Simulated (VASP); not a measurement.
Crystal: Rh.

```
Rh
1.0
     0.00000    2.64786    2.64786
     2.64786    0.00000    2.64786
     2.64786    2.64786    0.00000
Rh
2
Cartesian
  0.6620 0.6620 0.6620
  4.6338 4.6338 4.6338
```

* Program: VASP 6.6.1
* Task: relaxation of cell and atoms
* Functional: revPBE
* Potentials or basis: VASP PAW PBE potentials, release 64 (Rh_pv)
* Cutoff: 600 eV
* k mesh: 10 × 10 × 10
* Occupations: fermi-dirac, width 0.1 eV
* Spin: no spin polarisation

At the start: pressure 23.9 GPa; volume 18.56 Å³/atom.

Q: How do energy, volume and symmetry change on relaxing?

A: Over 17 steps the energy falls by 181.9 meV/atom and the volume is 21.36 Å³/atom (+15.1 %); space group Fd-3m (No. 227, to 0.05 Å).

The path:
| step | energy change (eV) | largest force (eV/Å) | pressure (GPa) | volume (Å³) |
| --- | --- | --- | --- | --- |
| 1 | 0.0000 | 0.0000 | 23.93 | 37.13 |
| 2 | 0.3108 | 0.0000 | -14.79 | 54.11 |
| 3 | -0.3625 | 0.0000 | -1.08 | 43.16 |
| 4 | -0.3638 | 0.0000 | -0.23 | 42.84 |
| 5 | -0.3638 | 0.0000 | 0.09 | 42.72 |
| 6 | -0.3638 | 0.0000 | 0.08 | 42.72 |
| 7 | -0.3638 | 0.0000 | 0.09 | 42.73 |
| 8 | -0.3638 | 0.0000 | 0.09 | 42.73 |
| 9 | -0.3638 | 0.0000 | 0.09 | 42.73 |
| 10 | -0.3638 | 0.0000 | 0.09 | 42.73 |
| 11 | -0.3638 | 0.0000 | 0.09 | 42.73 |
| 12 | -0.3638 | 0.0000 | 0.09 | 42.73 |
| 13 | -0.3638 | 0.0000 | 0.08 | 42.73 |
| 14 | -0.3638 | 0.0000 | 0.08 | 42.73 |
| 15 | -0.3638 | 0.0000 | 0.08 | 42.73 |
| 16 | -0.3639 | 0.0000 | 0.08 | 42.73 |
| 17 | -0.3639 | 0.0000 | 0.07 | 42.73 |

Final structure:
```
Rh
1.0
     0.00000    2.77481    2.77481
     2.77481    0.00000    2.77481
     2.77481    2.77481    0.00000
Rh
2
Direct
  0.12500 0.12500 0.12500
  0.87500 0.87500 0.87500
```

Caveat: the volume moved by over 15 % at a fixed basis, so the end points are rough; the PAW data sets were made with another functional, which shifts forces and pressure a little.
